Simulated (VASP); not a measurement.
# BeTe (F-43m) in VASP: single point with PBE

Aim: the single point of BeTe with PBE.

Everything below comes from runs of VASP 6.6.1. Logs are shortened: lines on timing, memory, paths and dates and some standing lists are left out, and cuts for length are marked.

## 1. The cell of the first run

Symmetry: F-43m, No. 216, cubic system. Conventional cell: a = 5.631 Å, b = 5.631 Å, c = 5.631 Å, α = 90.00°, β = 90.00°, γ = 90.00°. Within 3.2 Å of Be (site symmetry -43m) lie 4 Te at 2.44 Å. Te (site symmetry -43m) has 4 Be at 2.44 Å within 3.2 Å.

## 2. Single point, PBE (volume scaled by 1.05)

Input file INCAR:

```
PREC = Accurate
ENCUT = 520
EDIFF = 1E-6
ISMEAR = -1
SIGMA = 0.05
LREAL = False
LASPH = True
NELM = 80
ALGO = Normal
ISIF = 2
LWAVE = False
LCHARG = True
GGA = PE
LELF = True
LVHAR = True
NBANDS = 11
```

Input file KPOINTS:

```
Automatic mesh
0
Gamma
  11 11 11
```

Input file POSCAR:

```
BeTe
1.0
    0.0000000000      2.8154179084      2.8154179084
    2.8154179084      0.0000000000      2.8154179084
    2.8154179084      2.8154179084      0.0000000000
Be Te
1 1
Direct
    0.0000000000      0.0000000000      0.0000000000
    0.7500000000      0.7500000000      0.7500000000
```

Potentials or basis: VASP PAW PBE potentials, release 64 (Be, Te).

Launch:

```
> cat potpaw_PBE.64/Be/POTCAR potpaw_PBE.64/Te/POTCAR > POTCAR
> mpirun -np 1 vasp_std > vasp.out
```

OUTCAR:

```text
PREC = Accurate
   ENCUT = 520
   EDIFF = 1E-6
   ISMEAR = -1
   LREAL = False
   LASPH = True
   NELM = 80
   ISIF = 2
   GGA = PE

 ion  position               nearest neighbor table
   1  0.000  0.000  0.000-   2 2.44   2 2.44   2 2.44   2 2.44
   2  0.750  0.750  0.750-   1 2.44   1 2.44   1 2.44   1 2.44

  LATTYP: Found a face centered cubic cell.
 ALAT       =     5.6308358168

  Lattice vectors:

 A1 = (   0.0000000000,   2.8154179084,   2.8154179084)
 A2 = (   2.8154179084,   0.0000000000,   2.8154179084)
 A3 = (   2.8154179084,   2.8154179084,   0.0000000000)

Analysis of symmetry for initial positions (statically):
=====================================================================
 Subroutine PRICEL returns:
 Original cell was already a primitive cell.

 Routine SETGRP: Setting up the symmetry group for a
 face centered cubic supercell.

 Subroutine GETGRP returns: Found 24 space group operations
 (whereof 24 operations were pure point group operations)
 out of a pool of 48 trial point group operations.

The static configuration has the point symmetry T_d .

Analysis of symmetry for dynamics (positions and initial velocities):
=====================================================================
 Subroutine PRICEL returns:
 Original cell was already a primitive cell.

 Routine SETGRP: Setting up the symmetry group for a
 face centered cubic supercell.

 Subroutine GETGRP returns: Found 24 space group operations
 (whereof 24 operations were pure point group operations)
 out of a pool of 48 trial point group operations.

The dynamic configuration has the point symmetry T_d .

 Subroutine INISYM returns: Found 24 space group operations
 (whereof 24 operations are pure point group operations),
 and found     1 'primitive' translations

----------------------------------------------------------------------------------------

                                     Primitive cell

  volume of cell :      44.6333

  direct lattice vectors                    reciprocal lattice vectors
     0.000000000  2.815417908  2.815417908    -0.177593528  0.177593528  0.177593528
     2.815417908  0.000000000  2.815417908     0.177593528 -0.177593528  0.177593528
     2.815417908  2.815417908  0.000000000     0.177593528  0.177593528 -0.177593528

  length of vectors
     3.981602190  3.981602190  3.981602190     0.307601014  0.307601014  0.307601014

  position of ions in fractional coordinates (direct lattice)
     0.000000000  0.000000000  0.000000000
     0.750000000  0.750000000  0.750000000

  ion indices of the primitive-cell ions
   primitive index   ion index
                 1           1
                 2           2

----------------------------------------------------------------------------------------

 KPOINTS: Automatic mesh

Automatic generation of k-mesh.
 Grid dimensions read from file:
 generate k-points for:   11   11   11

 Generating k-lattice:

  Cartesian coordinates                     Fractional coordinates (reciprocal lattice)
    -0.016144866  0.016144866  0.016144866     0.090909091  0.000000000  0.000000000
     0.016144866 -0.016144866  0.016144866     0.000000000  0.090909091  0.000000000
     0.016144866  0.016144866 -0.016144866     0.000000000  0.000000000  0.090909091

  Length of vectors
     0.027963729  0.027963729  0.027963729

  Shift w.r.t. Gamma in fractional coordinates (k-lattice)
     0.000000000  0.000000000  0.000000000

 Subroutine IBZKPT returns following result:
 ===========================================

 Found     56 irreducible k-points:

 Following reciprocal coordinates:
            Coordinates               Weight
  0.000000  0.000000  0.000000      1.000000
  0.090909  0.000000  0.000000      8.000000
  0.181818  0.000000  0.000000      8.000000
  0.272727  0.000000  0.000000      8.000000
  0.363636  0.000000  0.000000      8.000000
  0.454545  0.000000  0.000000      8.000000
[... 16 lines left out ...]
 -0.272727  0.181818  0.000000     24.000000
 -0.181818  0.181818  0.000000     12.000000
 [... further k-points ...]
   k-points           NKPTS =     56   k-points in BZ     NKDIM =     56   number of bands    NBANDS=     11
   number of dos      NEDOS =    301   number of ions     NIONS =      2
   total plane-waves  NPLWV =  27000
   dimension x,y,z NGX =    30 NGY =   30 NGZ =   30
   dimension x,y,z NGXF=    60 NGYF=   60 NGZF=   60
   ions per type =               1   1
   NGX,Y,Z   is equivalent  to a cutoff of  12.53, 12.53, 12.53 a.u.
   NGXF,Y,Z  is equivalent  to a cutoff of  25.05, 25.05, 25.05 a.u.
 SYSTEM =  unknown system
   PREC   = accura    normal or accurate (medium, high low for compatibility)
   ISTART =      0    job   : 0-new  1-cont  2-samecut
   ICHARG =      2    charge: 1-file 2-atom 10-const
   ISPIN  =      1    spin polarized calculation?
   LNONCOLLINEAR =      F non collinear calculations
   LSORBIT =      F    spin-orbit coupling
   LASPH  =      T    aspherical Exc in radial PAW
   ENCUT  =  520.0 eV  38.22 Ry    6.18 a.u.   7.40  7.40  7.40*2*pi/ulx,y,z
   NELM   =     80;   NELMIN=  2; NELMDL= -5     # of ELM steps
   EDIFF  = 0.1E-05   stopping-criterion for ELM
   LREAL  =      F    real-space projection
   EDIFFG = 0.1E-04   stopping-criterion for IOM
   NSW    =      0    number of steps for IOM
   IBRION =     -1    ionic relax: 0-MD 1-quasi-New 2-CG
   NFREE  =      0    steps in history (QN), initial steepest desc. (CG)
   ISIF   =      2    stress and relaxation
   ISYM   =      2    0-nonsym 1-usesym 2-fastsym
   POTIM  = 0.5000    time-step for ionic-motion
   TEBEG  =    0.0;   TEEND  =   0.0 temperature during run
   PSTRESS=    0.0 pullay stress
   NELECT =       8.0000    total number of electrons
   NUPDOWN=      -1.0000    fix difference up-down
   EMIN   =  10.00;   EMAX   =-10.00  energy-range for DOS
   EFERMI =   0.00;   METHOD = LEGACY
   ISMEAR =    -1;   SIGMA  =   0.05  broadening in eV -4-tet -1-fermi 0-gaus
   EFERMI_NEDOS =   21; number of points for ismear=-14 and -15
   IALGO  =     38    algorithm
   IMIX   =      4    mixing-type and parameters
     AMIX     =   0.40;   BMIX     =  1.00
     AMIX_MAG =   1.60;   BMIX_MAG =  1.00
  volume/ion in A,a.u.               =      22.32       150.60
  Fermi-wavevector in a.u.,A,eV,Ry     =   0.923036  1.744285 11.592101  0.851995
  Thomas-Fermi vector in A             =   2.048628
   LORBIT       =      0    0 simple, 1 ext, 2 COOP (PROOUT), +10 PAW based schemes
   GGA     = PE    functional components
   LHFCALC =     F    Hartree Fock is set to
   AEXX    =    0.0000 exact exchange contribution
   IVDW    =     0    specifies the selected vdW correction
   LEPSILON=     F    determine dielectric tensor
   LRPA    =     F    only Hartree local field effects (RPA)
 non-spin polarized calculation
  energy-cutoff  :      520.00
  volume of cell :       44.63
 maximum number of plane-waves:      1243
 NGX is ok and might be reduce to    30
   NGX = 15   NGY = 15   NGZ = 15

 number of electron       8.0000000 magnetization

 Free energy of the ion-electron system (eV)
  ---------------------------------------------------
  ext. energy  EPLUGINS =         0.00000000
  ---------------------------------------------------
  free energy    TOTEN  =        -7.62191296 eV

  energy without entropy =       -7.62191296  energy(sigma->0) =       -7.62191296

 E-fermi :   6.0533     XC(G=0):  -9.0595

 val. band max:        5.1027903057   @ k =   0.0000   0.0000   0.0000
 cond. band min:       7.0969730609   @ k =   0.4545   0.4545   0.0000
 fundamental gap:      1.9941827553
 Fermi energy:         6.0533305624

 k-point     1 :       0.0000    0.0000    0.0000
  band No.  band energies     occupation
      1      -7.1984      2.00000
      2       5.1028      2.00000
      3       5.1028      2.00000
      4       5.1028      2.00000
      5       8.7122      0.00000
      6       8.7122      0.00000
      7       8.7122      0.00000
      8       8.9287      0.00000
      9      13.4206      0.00000
     10      15.3489      0.00000
     11      15.3489      0.00000

 k-point     2 :       0.0909    0.0000    0.0000
  band No.  band energies     occupation
      1      -7.1196      2.00000
      2       4.3106      2.00000
      3       4.9696      2.00000
      4       4.9696      2.00000
      5       8.6924      0.00000
      6       8.9079      0.00000
      7       8.9079      0.00000
      8       9.6884      0.00000
      9      13.6667      0.00000
     10      14.6835      0.00000
     11      14.6835      0.00000

 k-point     3 :       0.1818    0.0000    0.0000
  band No.  band energies     occupation
      1      -6.8922      2.00000
      2       2.8610      2.00000
      3       4.6690      2.00000
      4       4.6690      2.00000
      5       8.5441      0.00000
      6       9.3260      0.00000
      7       9.3260      0.00000
      8      11.1310      0.00000
      9      14.0931      0.00000
     10      14.1375      0.00000
     11      14.1375      0.00000

 k-point     4 :       0.2727    0.0000    0.0000
  band No.  band energies     occupation
      1      -6.5494      2.00000
      2       1.4468      2.00000
      3       4.3539      2.00000
      4       4.3539      2.00000
      5       8.3805      0.00000
      6       9.6435      0.00000
      7       9.6435      0.00000
      8      12.4162      0.00000
      9      14.1812      0.00000
     10      14.2386      0.00000
     11      14.2386      0.00000

 k-point     5 :       0.3636    0.0000    0.0000
  band No.  band energies     occupation
      1      -6.1674      2.00000
      2       0.3094      2.00000
      3       4.1130      2.00000
      4       4.1130      2.00000
      5       8.2550      0.00000
      6       9.7235      0.00000
      7       9.7235      0.00000
      8      12.9488      0.00000
      9      14.7523      0.00000
     10      15.0464      0.00000
     11      15.0464      0.00000
[... 211 lines left out ...]
 k-point    21 :      -0.4545    0.1818    0.0000
  band No.  band energies     occupation
      1      -5.6784      2.00000
      2      -0.1336      2.00000
      3       2.5298      2.00000
      4       3.4796      2.00000
      5       8.5111      0.00000
      6      10.4276      0.00000
      7      10.8644      0.00000
      8      12.6757      0.00000
      9      14.6765      0.00000
     10      15.9856      0.00000
     11      16.7594      0.00000

 k-point    22 :      -0.3636    0.1818    0.0000
  band No.  band energies     occupation
      1      -5.7765      2.00000
      2       0.0844      2.00000
      3       2.3883      2.00000
      4       3.7362      2.00000
      5       8.7262      0.00000
      6      10.4322      0.00000
      7      10.5779      0.00000
      8      13.1056      0.00000
      9      14.4658      0.00000
     10      14.5167      0.00000
     11      16.8191      0.00000

 k-point    23 :      -0.2727    0.1818    0.0000
  band No.  band energies     occupation
      1      -6.0801      2.00000
      2       0.7953      2.00000
      3       2.4731      2.00000
      4       4.0967      2.00000
      5       8.9946      0.00000
      6      10.2063      0.00000
      7      10.5028      0.00000
      8      11.9910      0.00000
      9      13.5044      0.00000
     10      15.2294      0.00000
     11      17.0402      0.00000

 k-point    24 :      -0.1818    0.1818    0.0000
  band No.  band energies     occupation
      1      -6.4336      2.00000
      2       1.6678      2.00000
      3       2.9235      2.00000
      4       4.4750      2.00000
      5       9.1639      0.00000
      6       9.7025      0.00000
      7      10.2412      0.00000
      8      11.3733      0.00000
      9      13.1677      0.00000
     10      15.2319      0.00000
     11      15.8726      0.00000

 [... further k-points ...]

------------------------ aborting loop because EDIFF is reached ----------------------------------------

  FORCE on cell =-STRESS in cart. coord.  units (eV):
  Direction    XX          YY          ZZ          XY          YZ          ZX
  --------------------------------------------------------------------------------------
  -------------------------------------------------------------------------------------
  Total        0.3251528      0.3251528      0.3251528      0.0000000     -0.0000000      0.0000000
  in kB       11.6718443     11.6718443     11.6718443      0.0000000     -0.0000000      0.0000000
  external PRESSURE =      11.6718443 kB  Pullay stress =       0.0000000 kB

 VOLUME and BASIS-vectors are now :
 -----------------------------------------------------------------------------
  energy-cutoff  :      520.00
  volume of cell :       44.63
      direct lattice vectors                 reciprocal lattice vectors
     0.000000000  2.815417908  2.815417908    -0.177593528  0.177593528  0.177593528
     2.815417908  0.000000000  2.815417908     0.177593528 -0.177593528  0.177593528
     2.815417908  2.815417908  0.000000000     0.177593528  0.177593528 -0.177593528

 POSITION                                       TOTAL-FORCE (eV/Angst)
 -----------------------------------------------------------------------------------
      0.00000      0.00000      0.00000        -0.000000     -0.000000     -0.000000
      4.22313      4.22313      4.22313         0.000000      0.000000      0.000000
 -----------------------------------------------------------------------------------
    total drift:                               -0.000000     -0.000000     -0.000000

  FREE ENERGIE OF THE ION-ELECTRON SYSTEM (eV)
  ---------------------------------------------------
  free  energy   TOTEN  =        -7.6219129612 eV

  energy  without entropy=       -7.6219129611  energy(sigma->0) =       -7.62191296
```

Wall time 37 s (1 thread of AMD EPYC 7R13, shared host); peak memory 0.15 GiB.

What came out:

- Free energy: -7.6219 eV
- Pressure: 1.2 GPa
- Band gap on the k mesh: 1.99 eV, indirect (least direct gap 3.61 eV)

Caveat: spin-orbit coupling is left out, which moves the levels of the heavy elements.
